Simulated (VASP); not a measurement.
Input of a VASP 6.6.1 run:

File INCAR:

```
PREC = Accurate
ENCUT = 520
EDIFF = 1E-6
ISMEAR = 0
SIGMA = 0.02
LREAL = Auto
LASPH = True
NELM = 80
ALGO = Normal
ISIF = 2
LWAVE = False
LCHARG = False
GGA = CA
NBANDS = 86
```

File KPOINTS:

```
regular mesh
0
Gamma
  3 3 3
```

The input POSCAR:

```
GaAs
1.0
    0.0000000000      5.6033815718     -5.6033815718
    5.6033815718      5.6033815718      0.0000000000
    5.6033815718      0.0000000000     -5.6033815718
Ga As
8 8
Direct
    0.5000000000      0.0000000000      0.5000000000
    0.5000000000      0.5000000000      0.5000000000
    0.0000000000      0.0000000000      0.5000000000
    0.0000000000      0.5000000000      0.5000000000
    0.5000000000      0.0000000000      0.0000000000
    0.5000000000      0.5000000000      0.0000000000
    0.0000000000      0.0000000000      0.0000000000
    0.0000000000      0.5000000000      0.0000000000
    0.1250000000      0.1250000000      0.1250000000
    0.1250000000      0.6250000000      0.1250000000
    0.6250000000      0.1250000000      0.1250000000
    0.6250000000      0.6250000000      0.1250000000
    0.1250000000      0.1250000000      0.6250000000
    0.1250000000      0.6250000000      0.6250000000
    0.6250000000      0.1250000000      0.6250000000
    0.6250000000      0.6250000000      0.6250000000
```

Potentials or basis: VASP PAW LDA potentials, release 64 (Ga_d, As).

Run with:

```bash
$ cat potpaw_LDA.64/Ga_d/POTCAR potpaw_LDA.64/As/POTCAR > POTCAR
$ mpirun -np 1 vasp_std > vasp.out
```

Estimate the band gap on the k mesh.

0.53 eV.

What does it give for the pressure?

0.2 GPa.
